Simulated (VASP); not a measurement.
Runs of VASP 6.6.1 on AlP. The structure is that of space group F-43m (No. 216), or close to it. The cells are those of the table. 

```tsv
task	cell	gap on the mesh (eV)	pressure (GPa)
relaxation of cell and atoms	relaxed from a = 3.854 Å, angles 60.0°, 2 atoms	1.63	0.0
single point	a = 3.680 Å, angles 60.0°, 2 atoms	1.25	19.8
relaxation of cell and atoms	relaxed to 5 GPa from a = 3.854 Å, angles 60.0°, 2 atoms	1.52	5.0
relaxation of cell and atoms	relaxed to 20 GPa from a = 3.854 Å, angles 60.0°, 2 atoms	1.25	19.8
single point	a = 3.894 Å, angles 60.0°, 2 atoms	1.63	(a)
relaxation of cell and atoms	relaxed to 10 GPa from a = 3.854 Å, angles 60.0°, 2 atoms	1.42	9.9
single point	a = 3.825 Å, angles 60.0°, 2 atoms	1.52	4.9
single point	a = 3.769 Å, angles 60.0°, 2 atoms	1.42	9.9
```

Alike in all rows: level PBE; potentials or basis VASP PAW PBE potentials, release 64 (Al, P); no spin polarisation; k mesh 6 × 6 × 6; cutoff (eV) 500; smearing gaussian 0.01 eV.

Question: Estimate the missing entries.

Answer: (a) -0.1.

Caveats: the cell is relaxed towards a set pressure, so the enthalpy falls and the energy may rise (some runs).

A k mesh can miss the band edges.
